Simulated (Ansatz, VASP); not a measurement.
Two plane-wave programs on TiO2

Contents of INCAR:

```
SYSTEM = TiO2
  PREC = Accurate
  ENCUT = 520
  EDIFF = 1E-6
  ISMEAR = 1
  SIGMA = 0.02
  LREAL = .False.
  LASPH = .True.
  NELM = 80
  ALGO = Normal
  ISIF = 2
  LWAVE = .False.
  LCHARG = .True.
  GGA = PS
  LELF = .True.
  LVHAR = .True.
  NBANDS = 33
```

KPOINTS

```
Automatic mesh
0
Gamma
  5 5 7
  0 0 0
```

The input POSCAR:

```
TiO2
1.0
    4.5922000000      0.0000000000      0.0000000000
    0.0000000000      4.5922000000      0.0000000000
    0.0000000000      0.0000000000      2.9574000000
Ti O
2 4
Direct
    0.0000000000      0.0000000000      0.0000000000
    0.5000000000      0.5000000000      0.5000000000
    0.3049600000      0.3049600000      0.0000000000
    0.1950400000      0.8049600000      0.5000000000
    0.6950400000      0.6950400000      0.0000000000
    0.8049600000      0.1950400000      0.5000000000
```

Input for Ansatz:

```yaml
crystal:
  lattice:
    - [4.5922, 0.0, 0.0]
    - [0.0, 4.5922, 0.0]
    - [0.0, 0.0, 2.9574]
  atoms:
    - { symbol: Ti, position: [0.0, 0.0, 0.0] }
    - { symbol: Ti, position: [0.5, 0.5, 0.5] }
    - { symbol: O, position: [0.30496, 0.30496, 0.0] }
    - { symbol: O, position: [0.19504, 0.80496, 0.5] }
    - { symbol: O, position: [0.69504, 0.69504, 0.0] }
    - { symbol: O, position: [0.80496, 0.19504, 0.5] }
basis:
  ecutwfc: 550.0
kpoints:
  mp_grid:
    grid: [5, 5, 7]
    shift: [0.0, 0.0, 0.0]
  band_path:
    path:
      - [0.0, 0.0, 0.0]
      - [0.0, 0.5, 0.0]
      - [0.5, 0.5, 0.0]
      - [0.0, 0.0, 0.0]
      - [0.0, 0.0, 0.5]
      - [0.0, 0.5, 0.5]
      - [0.5, 0.5, 0.5]
    npoints: 4
hamiltonian:
  xc: pbesol
scf:
  n_extra_bands: 6
  occupations:
    method: cold
    width: 0.02
output:
  write_density: true
  volumetric_format: cube
```

Alike in both runs: task single point; functional PBEsol; k mesh 5 × 5 × 7; no spin polarisation.

```csv
,VASP,Ansatz
version,VASP 6.6.1,Ansatz 0.2.0
potentials or method,"VASP PAW PBE potentials, release 64 (Ti_sv, O), cutoff 520 eV","plane waves, PAW"
occupations,"methfessel-paxton of order 1, width 0.02 eV","cold, width 0.02 eV"
valence electrons in the cell,48,48
```

Ansatz gave:

* gap on the k mesh at the Fermi level (eV): 1.86

Q: Which values does VASP return?

A: gap on the k mesh at the Fermi level (eV): 1.84.

VASP's potentials were made for PBE, not for PBEsol.
